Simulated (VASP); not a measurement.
# SiO2 (I-42d) in VASP: further runs

SiO2 is run at these levels: r2SCAN; tasks: single point, relaxation of shape and atoms at fixed volume.

Everything below comes from runs of VASP 6.6.1. Logs are shortened: lines on timing, memory, paths and dates and some standing lists are left out, and cuts for length are marked.

## (1) The cell of the first run

It takes space group I-42d (No. 122, tetragonal). The conventional cell has a = 4.946 Å, b = 4.946 Å, c = 7.313 Å, α = 90.00°, β = 90.00°, γ = 90.00°. Si (site symmetry -4) has 4 O at 1.61 Å within 2.1 Å. O (site symmetry 2) has 2 Si at 1.61 Å within 2.1 Å.

## (2) Single point, r2SCAN

POSCAR reads:

```
SiO2
1.0
   -2.4732446033      2.4732446033      3.6563572069
    2.4732446033     -2.4732446033      3.6563572069
    2.4732446033      2.4732446033     -3.6563572069
Si O
2 4
Direct
    0.0000000000      0.0000000000      0.0000000000
    0.7500000000      0.2500000000      0.5000000000
    0.9731664878      0.6250000000      0.8481664878
    0.3750000000      0.2231664878      0.3481664878
    0.7768335122      0.1250000000      0.1518335122
    0.8750000000      0.0268335122      0.6518335122
```

INCAR.step1 reads:

```
ALGO = Normal ; EDIFF = 1E-4
ENCUT = 520 ; GGA = PE
ISMEAR = 0 ; LASPH = True
LCHARG = False ; LREAL = False
LWAVE = True ; NBANDS = 25
NELM = 80 ; PREC = Accurate
SIGMA = 0.05
```

INCAR.step2 reads:

```
ALGO = Normal ; EDIFF = 1E-6
ENCUT = 520 ; ISIF = 2
ISMEAR = 0 ; ISTART = 1
LASPH = True ; LCHARG = False
LMIXTAU = True ; LREAL = False
LWAVE = False ; METAGGA = R2SCAN
NBANDS = 25 ; NELM = 80
PREC = Accurate ; SIGMA = 0.05
```

KPOINTS reads:

```
k-points
0
Gamma
  6 6 6
```

Potentials or basis: VASP PAW PBE potentials, release 64 (Si, O).

Run with:

```bash
$ cat potpaw_PBE.64/Si/POTCAR potpaw_PBE.64/O/POTCAR > POTCAR
$ cp INCAR.step1 INCAR
$ mpirun -np 1 vasp_std > vasp.out
$ cp INCAR.step2 INCAR
$ mpirun -np 1 vasp_std > vasp.out
```

OUTCAR:

```text
EDIFF = 1E-6
   ENCUT = 520
   ISIF = 2
   ISMEAR = 0
   ISTART = 1
   LASPH = True
   LREAL = False
   METAGGA = R2SCAN
   NELM = 80
   PREC = Accurate

 ion  position               nearest neighbor table
   1  0.000  0.000  0.000-   3 1.61   5 1.61   6 1.61   4 1.61   2 3.08   2 3.08   2 3.08   2 3.08

   2  0.750  0.250  0.500-   4 1.61   5 1.61   6 1.61   3 1.61   1 3.08   1 3.08   1 3.08   1 3.08

   3  0.973  0.625  0.848-   1 1.61   2 1.61
   4  0.375  0.223  0.348-   2 1.61   1 1.61
   5  0.777  0.125  0.152-   1 1.61   2 1.61
   6  0.875  0.027  0.652-   1 1.61   2 1.61

  LATTYP: Found a body centered tetragonal cell.
 ALAT       =     4.9464892066
 C/A-ratio  =     1.4783645750

  Lattice vectors:

 A1 = (  -2.4732446033,   2.4732446033,   3.6563572069)
 A2 = (   2.4732446033,  -2.4732446033,   3.6563572069)
 A3 = (   2.4732446033,   2.4732446033,  -3.6563572069)

Analysis of symmetry for initial positions (statically):
=====================================================================
 Subroutine PRICEL returns:
 Original cell was already a primitive cell.

 Routine SETGRP: Setting up the symmetry group for a
 body centered tetragonal supercell.

 Subroutine GETGRP returns: Found  8 space group operations
 (whereof  4 operations were pure point group operations)
 out of a pool of 16 trial point group operations.

The static configuration has the point symmetry S_4 .
 The point group associated with its full space group is D_2d.

Analysis of symmetry for dynamics (positions and initial velocities):
=====================================================================
 Subroutine PRICEL returns:
 Original cell was already a primitive cell.

 Routine SETGRP: Setting up the symmetry group for a
 body centered tetragonal supercell.

 Subroutine GETGRP returns: Found  8 space group operations
 (whereof  4 operations were pure point group operations)
 out of a pool of 16 trial point group operations.

The dynamic configuration has the point symmetry S_4 .
 The point group associated with its full space group is D_2d.

 Subroutine INISYM returns: Found  8 space group operations
 (whereof  4 operations are pure point group operations),
 and found     1 'primitive' translations

----------------------------------------------------------------------------------------

                                     Primitive cell

  volume of cell :      89.4629

  direct lattice vectors                    reciprocal lattice vectors
    -2.473244603  2.473244603  3.656357207     0.000000000  0.202163587  0.136748127
     2.473244603 -2.473244603  3.656357207     0.202163587  0.000000000  0.136748127
     2.473244603  2.473244603 -3.656357207     0.202163587  0.202163587  0.000000000

  length of vectors
     5.059923493  5.059923493  5.059923493     0.244070002  0.244070002  0.285902486

  position of ions in fractional coordinates (direct lattice)
     0.000000000  0.000000000  0.000000000
     0.750000000  0.250000000  0.500000000
     0.973166488  0.625000000  0.848166488
     0.375000000  0.223166488  0.348166488
     0.776833512  0.125000000  0.151833512
     0.875000000  0.026833512  0.651833512

  ion indices of the primitive-cell ions
   primitive index   ion index
                 1           1
                 2           2
                 3           3
                 4           4
                 5           5
                 6           6

----------------------------------------------------------------------------------------

 KPOINTS: k-points

Automatic generation of k-mesh.
 Grid dimensions read from file:
 generate k-points for:    6    6    6

 Generating k-lattice:

  Cartesian coordinates                     Fractional coordinates (reciprocal lattice)
     0.000000000  0.033693931  0.022791355     0.166666667  0.000000000  0.000000000
     0.033693931  0.000000000  0.022791355     0.000000000  0.166666667  0.000000000
     0.033693931  0.033693931  0.000000000     0.000000000  0.000000000  0.166666667

  Length of vectors
     0.040678334  0.040678334  0.047650414

  Shift w.r.t. Gamma in fractional coordinates (k-lattice)
     0.000000000  0.000000000  0.000000000

 Subroutine IBZKPT returns following result:
 ===========================================

 Found     30 irreducible k-points:

 Following reciprocal coordinates:
            Coordinates               Weight
  0.000000  0.000000  0.000000      1.000000
  0.166667 -0.000000  0.000000      8.000000
  0.333333  0.000000  0.000000      8.000000
  0.500000  0.000000  0.000000      4.000000
  0.166667  0.166667  0.000000      8.000000
  0.333333  0.166667  0.000000     16.000000
[... 16 lines left out ...]
 -0.333333 -0.333333  0.166667      8.000000
 -0.166667 -0.333333  0.166667      8.000000
 [... further k-points ...]
   k-points           NKPTS =     30   k-points in BZ     NKDIM =     30   number of bands    NBANDS=     25
[... 79 lines left out ...]
      5     -10.1551      2.00000
      6      -6.4664      2.00000
[... 17 lines left out ...]
     24      12.9582      0.00000
     25      13.4795      0.00000

 k-point     2 :       0.1667   -0.0000    0.0000
  band No.  band energies     occupation
      1     -20.9789      2.00000
      2     -19.1350      2.00000
      3     -19.0190      2.00000
      4     -18.9760      2.00000
      5      -9.9451      2.00000
      6      -6.5335      2.00000
[... 17 lines left out ...]
     24      13.0407      0.00000
     25      13.5711      0.00000

 k-point     3 :       0.3333    0.0000    0.0000
  band No.  band energies     occupation
      1     -20.7687      2.00000
      2     -19.4443      2.00000
      3     -19.0268      2.00000
      4     -18.9892      2.00000
      5      -9.4640      2.00000
      6      -6.7756      2.00000
[... 17 lines left out ...]
     24      12.9293      0.00000
     25      13.8486      0.00000

 k-point     4 :       0.5000    0.0000    0.0000
  band No.  band energies     occupation
      1     -20.6194      2.00000
      2     -19.6426      2.00000
      3     -19.0300      2.00000
      4     -18.9954      2.00000
      5      -9.1701      2.00000
      6      -6.9546      2.00000
[... 17 lines left out ...]
     24      13.3876      0.00000
     25      13.5727      0.00000

 k-point     5 :       0.1667    0.1667    0.0000
  band No.  band energies     occupation
      1     -20.8484      2.00000
      2     -19.3219      2.00000
      3     -19.0276      2.00000
      4     -18.9927      2.00000
      5      -9.6268      2.00000
      6      -6.7225      2.00000
[... 17 lines left out ...]
     24      13.2825      0.00000
     25      13.7885      0.00000

 k-point     6 :       0.3333    0.1667    0.0000
  band No.  band energies     occupation
      1     -20.6235      2.00000
      2     -19.6278      2.00000
      3     -19.0347      2.00000
      4     -19.0018      2.00000
      5      -9.1420      2.00000
      6      -7.0792      2.00000
[... 17 lines left out ...]
     24      13.4034      0.00000
     25      13.8680      0.00000
[... 393 lines left out ...]
 k-point    21 :      -0.3333    0.5000    0.1667
  band No.  band energies     occupation
      1     -20.3898      2.00000
      2     -19.8950      2.00000
      3     -19.0406      2.00000
      4     -19.0234      2.00000
      5      -8.6198      2.00000
      6      -7.5600      2.00000
[... 17 lines left out ...]
     24      13.2471      0.00000
     25      13.8047      0.00000

 k-point    22 :      -0.1667    0.5000    0.1667
  band No.  band energies     occupation
      1     -20.5600      2.00000
      2     -19.7015      2.00000
      3     -19.0353      2.00000
      4     -19.0142      2.00000
      5      -8.9949      2.00000
      6      -7.1214      2.00000
[... 17 lines left out ...]
     24      13.5104      0.00000
     25      13.7711      0.00000

 k-point    23 :      -0.3333   -0.3333    0.1667
  band No.  band energies     occupation
      1     -20.5634      2.00000
      2     -19.6864      2.00000
      3     -19.0401      2.00000
      4     -19.0242      2.00000
      5      -8.9530      2.00000
      6      -7.1815      2.00000
[... 17 lines left out ...]
     24      13.4812      0.00000
     25      13.9956      0.00000

 k-point    24 :      -0.1667   -0.3333    0.1667
  band No.  band energies     occupation
      1     -20.7705      2.00000
      2     -19.4166      2.00000
      3     -19.0302      2.00000
      4     -19.0179      2.00000
      5      -9.4204      2.00000
      6      -6.7573      2.00000
[... 17 lines left out ...]
     24      13.2678      0.00000
     25      13.8106      0.00000

 [... further k-points ...]

------------------------ aborting loop because EDIFF is reached ----------------------------------------

  FORCE on cell =-STRESS in cart. coord.  units (eV):
  Direction    XX          YY          ZZ          XY          YZ          ZX
  --------------------------------------------------------------------------------------
  -------------------------------------------------------------------------------------
  Total        0.0835068      0.0835068      0.1122625      0.0000000      0.0000000      0.0000000
  in kB        1.4955115      1.4955115      2.0104923      0.0000000      0.0000000      0.0000000
  external PRESSURE =       1.6671718 kB  Pullay stress =       0.0000000 kB

 VOLUME and BASIS-vectors are now :
 -----------------------------------------------------------------------------
  energy-cutoff  :      520.00
  volume of cell :       89.46
      direct lattice vectors                 reciprocal lattice vectors
    -2.473244603  2.473244603  3.656357207     0.000000000  0.202163587  0.136748127
     2.473244603 -2.473244603  3.656357207     0.202163587  0.000000000  0.136748127
     2.473244603  2.473244603 -3.656357207     0.202163587  0.202163587  0.000000000

 POSITION                                       TOTAL-FORCE (eV/Angst)
 -----------------------------------------------------------------------------------
      0.00000      0.00000      0.00000         0.000000      0.000000      0.000000
     -0.00000      2.47324      1.82818         0.000000      0.000000      0.000000
      1.23662      2.95882      2.74227         0.000000      0.000499     -0.000000
      0.48558      1.23662      0.91409         0.000499      0.000000     -0.000000
     -1.23662      1.98767      2.74227        -0.000000     -0.000499      0.000000
     -0.48558      3.70987      0.91409        -0.000499     -0.000000      0.000000
 -----------------------------------------------------------------------------------
    total drift:                                0.000011      0.000011     -0.000001

  FREE ENERGIE OF THE ION-ELECTRON SYSTEM (eV)
  ---------------------------------------------------
  free  energy   TOTEN  =       -59.5883515028 eV

  energy  without entropy=      -59.5883515028  energy(sigma->0) =      -59.58835150
```

It took 6.9 min on 1 thread of Intel Xeon 8259CL, shared host; peak memory 0.27 GiB.

Results:

```
Free energy            : -59.5884 eV
Pressure               : 0.2 GPa
Band gap on the k mesh : 6.55 eV
```

Levels at points of the mesh, in eV from the valence-band top:
| k point | band 13 | band 14 | band 15 | band 16 | band 17 | band 18 | band 19 | band 20 |
| --- | --- | --- | --- | --- | --- | --- | --- | --- |
| (0.00, 0.00, 0.00) | -1.57 | -0.71 | 0.00 | 0.00 | 6.55 | 9.70 | 11.72 | 11.74 |
| (0.50, 0.00, 0.00) | -1.51 | -0.80 | -0.49 | -0.14 | 9.07 | 9.59 | 10.51 | 11.18 |
| (0.50, 0.50, 0.00) | -0.99 | -0.99 | -0.34 | -0.34 | 9.87 | 9.87 | 11.22 | 11.22 |
| (0.50, 0.50, 0.50) | -1.50 | -1.50 | -0.32 | -0.32 | 9.63 | 9.63 | 11.11 | 11.11 |

Caveat: the PAW data sets were made with another functional, which shifts forces and pressure a little. r2SCAN opens gaps a little over a GGA but as a rule still falls short of measured ones.

## (3) Single point, r2SCAN

POSCAR is that of step 2.

INCAR.step1 reads:

```
SYSTEM = SiO2
ALGO = Normal
EDIFF = 1E-4
ENCUT = 520
GGA = PE
ISMEAR = 0
LASPH = .TRUE.
LCHARG = .FALSE.
LREAL = .FALSE.
LWAVE = .TRUE.
NBANDS = 25
NELM = 80
PREC = Accurate
SIGMA = 0.02
```

INCAR.step2 reads:

```
SYSTEM = SiO2
ALGO = Normal
EDIFF = 1E-7
ENCUT = 520
ISIF = 2
ISMEAR = 0
ISTART = 1
LASPH = .TRUE.
LCHARG = .FALSE.
LMIXTAU = .TRUE.
LREAL = .FALSE.
LWAVE = .FALSE.
METAGGA = R2SCAN
NBANDS = 25
NELM = 80
PREC = Accurate
SIGMA = 0.02
```

KPOINTS reads:

```
k-points
0
G
  8 8 8
  0 0 0
```

Potentials or basis: VASP PAW PBE potentials, release 64 (Si, O).

Run with:

```bash
$ cat potpaw_PBE.64/Si/POTCAR potpaw_PBE.64/O/POTCAR > POTCAR
$ cp INCAR.step1 INCAR
$ mpirun -np 1 vasp_std > vasp.out
$ cp INCAR.step2 INCAR
$ mpirun -np 1 vasp_std > vasp.out
```

It took 14 min on 1 thread of Intel Xeon 8259CL, shared host; peak memory 0.31 GiB.

It converged, with:

```yaml
Free_energy: -59.5883 eV
Pressure: 0.2 GPa
Band_gap_on_the_k_mesh: 6.56 eV
```

Levels at points of the mesh, in eV from the valence-band top:
```csv
k point,band 13,band 14,band 15,band 16,band 17,band 18,band 19,band 20
"(0.00, 0.00, 0.00)",-1.57,-0.71,0.00,0.00,6.56,9.70,11.72,11.74
"(0.50, 0.00, 0.00)",-1.51,-0.80,-0.49,-0.14,9.07,9.59,10.51,11.18
"(0.50, 0.50, 0.00)",-0.99,-0.99,-0.34,-0.34,9.87,9.87,11.22,11.22
"(0.50, 0.50, 0.50)",-1.50,-1.50,-0.32,-0.32,9.63,9.63,11.11,11.11
```

Caveat: the PAW data sets were made with another functional, which shifts forces and pressure a little. r2SCAN opens gaps a little over a GGA but as a rule still falls short of measured ones.

## (4) Relaxation of shape and atoms at fixed volume, r2SCAN (15.81 Å³/atom)

This run uses another cell than the first one, of 15.81 Å³/atom.

POSCAR reads:

```
SiO2
1.0
   -2.5306778260      2.5306778260      3.7018166888
    2.5306778260     -2.5306778260      3.7018166888
    2.5306778260      2.5306778260     -3.7018166888
Si O
2 4
Direct
    0.0000000000      0.0000000000      0.0000000000
    0.7500000000      0.2500000000      0.5000000000
    0.9620317898      0.6250000000      0.8370317898
    0.3750000000      0.2120317898      0.3370317898
    0.7879682102      0.1250000000      0.1629682102
    0.8750000000      0.0379682102      0.6629682102
```

INCAR.step1 reads:

```
PREC = Accurate
ENCUT = 600
ISMEAR = 0
SIGMA = 0.02
LREAL = False
LASPH = True
NELM = 100
GGA = PE
ALGO = Normal
EDIFF = 1E-4
LWAVE = True
LCHARG = False
```

INCAR.step2 reads:

```
PREC = Accurate
ENCUT = 600
EDIFF = 1E-6
ISMEAR = 0
SIGMA = 0.02
LREAL = False
LASPH = True
NELM = 100
ALGO = Normal
ISIF = 4
LWAVE = False
LCHARG = False
METAGGA = R2SCAN
LMIXTAU = True
IBRION = 2
NSW = 50
EDIFFG = -0.01
ISTART = 1
```

KPOINTS reads:

```
regular mesh
0
Gamma
  8 8 8
```

Run with:

```bash
$ cat potpaw_PBE.64/Si/POTCAR potpaw_PBE.64/O/POTCAR > POTCAR
$ cp INCAR.step1 INCAR
$ mpirun -np 1 vasp_std > vasp.out
$ cp INCAR.step2 INCAR
$ mpirun -np 1 vasp_std > vasp.out
```

It took 50 min on 1 thread of Oxide Virtual Turin-like, shared host; peak memory 0.32 GiB.

The run converged. Its results:

| Item | Value |
| --- | --- |
| Free energy | -59.5971 eV |
| Energy gained by relaxing | 5.7 meV/atom |
| Ionic steps | 7 |
| Pressure after relaxing | -1.2 GPa |
| Band gap on the k mesh | 6.33 eV |

The path:
```
step  energy change (eV)  largest force (eV/Å)  pressure (GPa)  volume (Å³)
   1              0.0000                0.2889           -5.19        94.83
   2             -0.0140                0.2170           -4.31        94.83
   3             -0.0328                0.0205           -1.72        94.83
   4             -0.0330                0.0059           -1.49        94.83
   5             -0.0330                0.0015           -1.42        94.83
   6             -0.0340                0.0007           -1.33        94.83
   7             -0.0343                0.0019           -1.24        94.83
```

Final structure:
```
Si O
1.0
    -2.53856    2.53856    3.67885
     2.53856   -2.53856    3.67885
     2.53856    2.53856   -3.67885
Si O
2 4
Direct
  0.00000 0.00000 0.00000
  0.75000 0.25000 0.50000
  0.94947 0.62500 0.82447
  0.37500 0.19947 0.32447
  0.80053 0.12500 0.17553
  0.87500 0.05053 0.67553
```

Levels at points of the mesh, in eV from the valence-band top:
```
           k point  band 12  band 13  band 14  band 15  band 16  band 17  band 18  band 19  band 20
(0.00, 0.00, 0.00)    -1.80    -1.77    -0.46     0.00     0.00     6.33     9.69    10.87    10.91
(0.50, 0.00, 0.00)    -1.78    -1.68    -0.88    -0.68    -0.09     8.79     9.18    10.06    11.12
(0.50, 0.50, 0.00)    -2.24    -1.16    -1.16    -0.45    -0.45     9.46     9.46    11.21    11.21
(0.50, 0.50, 0.50)    -2.24    -1.48    -1.48    -0.46    -0.46     9.34     9.34    11.45    11.45
```

Caveat: the PAW data sets were made with another functional, which shifts forces and pressure a little.

## (5) Summary

```tsv
task	cell	k mesh	cutoff (eV)	smearing	gap on the mesh (eV)	pressure (GPa)
single point	a = 5.060 Å, angles 121.5, 121.5, 87.5°, 6 atoms, atomic positions A	6 × 6 × 6	520	gaussian 0.05 eV	6.55	0.2
single point	a = 5.060 Å, angles 121.5, 121.5, 87.5°, 6 atoms, atomic positions A	8 × 8 × 8	520	gaussian 0.02 eV	6.56	0.2
relaxation of shape and atoms at fixed volume	relaxed from a = 5.149 Å, angles 121.1, 121.1, 88.1°, 6 atoms, atomic positions B	8 × 8 × 8	600	gaussian 0.02 eV	6.33	-1.2
```

Alike in all rows: level r2SCAN; potentials or basis VASP PAW PBE potentials, release 64 (Si, O); no spin polarisation.

Caveats: the PAW data sets were made with another functional, which shifts forces and pressure a little.

Absolute energies hang on the potentials; compare differences alone.
